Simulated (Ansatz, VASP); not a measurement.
AlRu: VASP beside Ansatz

Contents of INCAR:

```
ALGO = Normal
EDIFF = 1E-6
ENCUT = 520
GGA = PS
ISIF = 2
ISMEAR = 0
LASPH = T
LCHARG = T
LELF = T
LREAL = F
LVHAR = T
LWAVE = F
NBANDS = 16
NELM = 60
PREC = Accurate
SIGMA = 0.1
```

KPOINTS

```
k-points
0
Gamma
  12 12 12
```

Contents of POSCAR:

```
AlRu
1.0
    3.0514619160      0.0000000000      0.0000000000
    0.0000000000      3.0514619160      0.0000000000
    0.0000000000      0.0000000000      3.1412099160
Al Ru
1 1
Direct
    0.0000000000      0.0000000000      0.0000000000
    0.5000000000      0.5000000000      0.5000000000
```

Input for Ansatz:

```yaml
crystal:
  lattice:
    - [3.051461916, 0.0, 0.0]
    - [0.0, 3.051461916, 0.0]
    - [0.0, 0.0, 3.141209916]
  atoms:
    - { symbol: Al, position: [0.0, 0.0, 0.0] }
    - { symbol: Ru, position: [0.5, 0.5, 0.5] }
basis:
  ecutwfc: 420
kpoints:
  mp_grid: { grid: [12, 12, 12] }
hamiltonian:
  xc: pbesol
scf:
  occupations: { method: gaussian, width: 0.1 }
output:
  forces: true
  stress: true
  eigenvalues: true
```

Alike in both runs: task single point; functional PBEsol; k mesh 12 × 12 × 12; occupations gaussian, width 0.1 eV; no spin polarisation.

|  | VASP | Ansatz |
| --- | --- | --- |
| version | VASP 6.6.1 | Ansatz 0.2.0 |
| potentials or method | VASP PAW PBE potentials, release 64 (Al, Ru_pv), cutoff 520 eV | scalar-relativistic, plane waves, PAW |
| valence electrons in the cell | 17 | 19 |

```tsv
	VASP	Ansatz	Ansatz less VASP
gap on the k mesh at the Fermi level (eV)	none	none	-
pressure (GPa)	-18.1	-18.2	-0.03
traceless stress, the component that is largest in VASP (GPa)	-2.62	-2.62	+0.001
```

VASP's potentials were made for PBE, not for PBEsol. A gap of «none» marks a metal or a gap that the smearing closes. With one functional, cell and mesh, what is left measures potentials, basis and numerics. VASP's potentials hold 17 valence electrons a cell and Ansatz's 19, so a difference there can come from the potentials and not from the codes.
